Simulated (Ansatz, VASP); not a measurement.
TiB2 in VASP and in Ansatz

INCAR

```
PREC = Accurate
ENCUT = 520
EDIFF = 1E-7
ISMEAR = -1
SIGMA = 0.08
LREAL = F
LASPH = T
NELM = 100
ALGO = Normal
ISIF = 2
LWAVE = F
LCHARG = F
GGA = PE
NBANDS = 16
```

KPOINTS

```
regular mesh
0
Gamma
  15 15 13
```

Contents of POSCAR:

```
TiB2
1.0
    3.1200741476      0.0000000000      0.0000000000
   -1.5600370738      2.7020634736      0.0000000000
    0.0000000000      0.0000000000      3.2284000000
Ti B
1 2
Direct
    0.0000000000      0.0000000000      0.0000000000
    0.3333333333      0.6666666667      0.5000000000
    0.6666666667      0.3333333333      0.5000000000
```

Input for Ansatz:

```yaml
crystal:
  lattice:
    - [3.1200741476, 0.0, 0.0]
    - [-1.5600370738, 2.7020634736, 0.0]
    - [0.0, 0.0, 3.2284]
  atoms:
    - { symbol: Ti, position: [0.0, 0.0, 0.0] }
    - { symbol: B, position: [0.3333333333, 0.6666666667, 0.5] }
    - { symbol: B, position: [0.6666666667, 0.3333333333, 0.5] }
kpoints:
  mp_grid: { grid: [15, 15, 13] }
  band_path:
    path:
      - [0.0, 0.0, 0.0]
      - [0.5, 0.0, 0.0]
      - [0.3333333333, 0.3333333333, 0.0]
      - [0.0, 0.0, 0.0]
      - [0.0, 0.0, 0.5]
      - [0.5, 0.0, 0.5]
      - [0.3333333333, 0.3333333333, 0.5]
      - [0.0, 0.0, 0.5]
      - [0.5, 0.0, 0.5]
    npoints: 5
scf:
  occupations: { method: fermi_dirac, width: 0.08 }
hamiltonian:
  xc: pbe
  pseudopotentials: { kind: all_electron, lapw: { basis_error: 0.001 } }
output:
  forces: true
  stress: true
  eigenvalues: true
```

Change from the starting cell: equal xx and yy strain of +3 %.

Alike in both runs: task single point; functional PBE; k mesh 15 × 15 × 13; occupations fermi-dirac, width 0.08 eV; no spin polarisation.

|  | VASP | Ansatz |
| --- | --- | --- |
| version | VASP 6.6.1 | Ansatz 0.2.0 |
| potentials or method | VASP PAW PBE potentials, release 64 (Ti_sv, B), cutoff 520 eV | all-electron LAPW, scalar-relativistic |

|  | VASP | Ansatz | Ansatz less VASP |
| --- | --- | --- | --- |
| pressure (GPa) | -14.0 | -14.1 | -0.14 |
| traceless stress, the component that is largest in VASP (GPa) | 8.47 | 8.49 | +0.019 |

Ansatz ran all-electron here, and VASP with PAW potentials.
